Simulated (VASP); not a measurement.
A run of VASP 6.6.1:

File INCAR:

```
SYSTEM = Mg16CO
ALGO     = Normal         ! electronic algorithm
DIPOL    = 0.5 0.5 0.327
EDIFF    = 1E-7           ! SCF threshold, eV
ENCUT    = 520            ! plane-wave cutoff, eV
GGA      = PE             ! functional
IDIPOL   = 3            
ISIF     = 2              ! what is computed and relaxed
ISMEAR   = 0              ! smearing method
IVDW     = 12             ! dispersion correction
LASPH    = .TRUE.         ! aspherical terms in the spheres
LCHARG   = .TRUE.         ! write CHGCAR
LDIPOL   = .TRUE.       
LELF     = .TRUE.         ! ELF
LREAL    = Auto         
LVACPOTAV= .TRUE.       
LVHAR    = .TRUE.       
LWAVE    = .FALSE.        ! write WAVECAR
NBANDS   = 36             ! bands
NELM     = 60             ! most SCF steps
PREC     = Accurate       ! precision mode
SIGMA    = 0.1            ! smearing width, eV
```

KPOINTS

```
k-points
0
G
  6 6 1
  0 0 0
```

POSCAR

```
Mg16CO
1.0
    6.3015062463      0.0000000000      0.0000000000
   -3.1507531232      5.4572644914      0.0000000000
    0.0000000000      0.0000000000     26.3584034914
Mg O C
16 1 1
Direct
    0.3333333333      0.1666666667      0.1517542594
    0.3333333333      0.6666666667      0.1517542594
    0.8333333333      0.1666666667      0.1517542594
    0.8333333333      0.6666666667      0.1517542594
    0.1666666667      0.3333333333      0.2475244132
    0.1666666667      0.8333333333      0.2475244132
    0.6666666667      0.3333333333      0.2475244132
    0.6666666667      0.8333333333      0.2475244132
    0.3333333333      0.1666666667      0.3421844648
    0.3333333333      0.6666666667      0.3421844648
    0.8333333333      0.1666666667      0.3421844648
    0.8333333333      0.6666666667      0.3421844648
    0.1666666667      0.3333333333      0.4404061686
    0.1666666667      0.8333333333      0.4404061686
    0.6666666667      0.3333333333      0.4404061686
    0.6666666667      0.8333333333      0.4404061686
    0.1666666667      0.3333333333      0.5542218631
    0.1666666667      0.3333333333      0.5978512127
```

Potentials or basis: VASP PAW PBE potentials, release 64 (Mg, O, C).

The run is started by

```bash
$ cat potpaw_PBE.64/Mg/POTCAR potpaw_PBE.64/O/POTCAR potpaw_PBE.64/C/POTCAR > POTCAR
$ mpirun -np 1 vasp_std > vasp.out
```

Hardware: 1 thread of Intel(R) Xeon(R) 6975P-C (Granite Rapids), with other jobs on the host.

Task: Estimate the wall time of this run.

Result: Wall time 5.6 min on 1 thread of Intel(R) Xeon(R) 6975P-C (Granite Rapids), with other jobs on the host, peak memory 0.9 GiB. Counts: scf iterations 24, k points 7.
